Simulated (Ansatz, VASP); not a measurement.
**WSe2: VASP beside Ansatz**

```
W Se
1.0
     3.24993    0.00000    0.00000
    -1.62496    2.81452    0.00000
     0.00000    0.00000   12.82612
W Se
2 4
Direct
  0.66667 0.33333 0.75000
  0.33333 0.66667 0.25000
  0.33333 0.66667 0.87995
  0.66667 0.33333 0.37995
  0.33333 0.66667 0.62005
  0.66667 0.33333 0.12005
```

Alike in both runs: functional LDA; k mesh 10 × 10 × 2; no spin polarisation.

Ansatz relaxed the structure, and its values are those at the end. VASP's run is a single point on that final structure, the one shown.

|  | VASP | Ansatz |
| --- | --- | --- |
| version | VASP 6.6.1 | Ansatz 0.2.0 |
| potentials or method | VASP PAW LDA potentials, release 64 (W_sv, Se), cutoff 520 eV | plane-wave PAW DFT |
| occupations | gaussian, width 0.01 eV | fixed |
| valence electrons in the cell | 52 | 92 |

|  | VASP | Ansatz | Ansatz less VASP |
| --- | --- | --- | --- |
| pressure (GPa) | 0.8 | 0.0 | -0.79 |
| rms of the force components (eV/Å) | 0.049 | 0.000 | -0.0487 |

Ansatz warns that its potentials were made for another functional, while VASP's fit it. LDA's correlation is that of Perdew and Zunger in VASP and of Perdew and Wang (1992) in Ansatz. VASP's potentials hold 52 valence electrons a cell and Ansatz's 92, so a difference there can come from the potentials and not from the codes.

Spin-orbit coupling is off throughout.
